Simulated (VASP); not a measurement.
A run of VASP 6.6.1 is set up as follows.

File INCAR:

```
PREC = Accurate ; ENCUT = 600
EDIFF = 1E-6 ; ISMEAR = -1
SIGMA = 0.05 ; LREAL = False
LASPH = True ; NELM = 150
ALGO = Normal ; ISIF = 3
LWAVE = False ; LCHARG = False
ISPIN = 2 ; MAGMOM = 1 1 0 0.6 0
LORBIT = 11 ; LMAXMIX = 4
GGA = PS ; IVDW = 12
IBRION = 2 ; NSW = 60
EDIFFG = -0.01
```

Contents of KPOINTS:

```
Automatic mesh
0
Gamma
  8 8 2
```

File POSCAR:

```
NiMoIrPdW
1.0
    2.7661600000      0.0000000000      0.0000000000
   -1.3830800000      2.3955700000      0.0000000000
    0.0000000000      0.0000000000     11.0229200000
Ni Mo Pd Ir W
1 1 1 1 1
Direct
    0.3333300000      0.6666700000      0.5971200000
    0.0000000000      0.0000000000      0.4107400000
    0.6666700000      0.3333300000      0.7952000000
    0.6666700000      0.3333300000      0.1996000000
    0.3333300000      0.6666700000      0.9973400000
```

Potentials or basis: VASP PAW PBE potentials, release 64 (Ni, Mo_sv, Pd, Ir, W_sv).

Run with:

```bash
$ cat potpaw_PBE.64/Ni/POTCAR potpaw_PBE.64/Mo_sv/POTCAR potpaw_PBE.64/Pd/POTCAR potpaw_PBE.64/Ir/POTCAR potpaw_PBE.64/W_sv/POTCAR > POTCAR
$ mpirun -np 1 vasp_std > vasp.out
```

Task: Estimate the space group after relaxing (to 0.1 Å).

Result: P3m1 (No. 156).

Task: What does it give for the net moment?

Result: 0.00 μB per cell.

Forces on the atoms (eV/Å):
```
Ni   0.000  0.000  0.010
Mo   0.000  0.000 -0.004
Pd   0.000  0.000 -0.007
Ir   0.000  0.000  0.007
W    0.000  0.000 -0.006
```

Caveat: the moments typed at the start vanished in this run; the PAW data sets were made with another functional, which shifts forces and pressure a little.
